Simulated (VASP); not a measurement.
Input of a VASP 6.6.1 run:

Contents of INCAR:

```
SYSTEM = RbHgGe
ALGO = Normal
DIPOL = 0.5 0.5 0.292
EDIFF = 1E-6
ENCUT = 410
GGA = PE
GGA_COMPAT = .False.
IDIPOL = 3
ISIF = 2
ISMEAR = 0
ISYM = 0
LASPH = .True.
LCHARG = .True.
LDIPOL = .True.
LELF = .True.
LREAL = .False.
LVACPOTAV = .True.
LVHAR = .True.
LWAVE = .False.
NBANDS = 24
NELM = 120
NELMDL = -8
PREC = Accurate
SIGMA = 0.1
```

Contents of KPOINTS:

```
k-points
0
Gamma
  10 10 1
  0 0 0
```

The input POSCAR:

```
RbHgGe
1.0
    5.1089210258      0.0000000000      0.0000000000
    0.0000000000      5.1089210258      0.0000000000
    0.0000000000      0.0000000000     29.0502596000
Rb Ge Hg
1 1 1
Direct
    0.0000000000      0.0000000000      0.2742830419
    0.5000000000      0.5000000000      0.2565175148
    0.5000000000      0.5000000000      0.3445100402
```

Potentials or basis: VASP PAW PBE potentials, release 64 (Rb_sv, Ge_d, Hg).

The run is started by

```console
$ cat potpaw_PBE.64/Rb_sv/POTCAR potpaw_PBE.64/Ge_d/POTCAR potpaw_PBE.64/Hg/POTCAR > POTCAR
$ mpirun -np 1 vasp_std > vasp.out
```

Question: Predict the band gap on the k mesh.

Answer: Zero (an odd number of electrons rules out a gap without spin polarisation).

Question: What does it give for the largest force?

Answer: 0.032 eV/Å.

Question: What does it give for the work function of the upper face?

Answer: 3.26 eV.

Forces on the atoms (eV/Å):
```
Rb   0.000  0.000  0.000
Ge   0.000  0.000 -0.032
Hg   0.000  0.000  0.031
```

Caveat: spin-orbit coupling is left out, which moves the levels of the heavy elements.
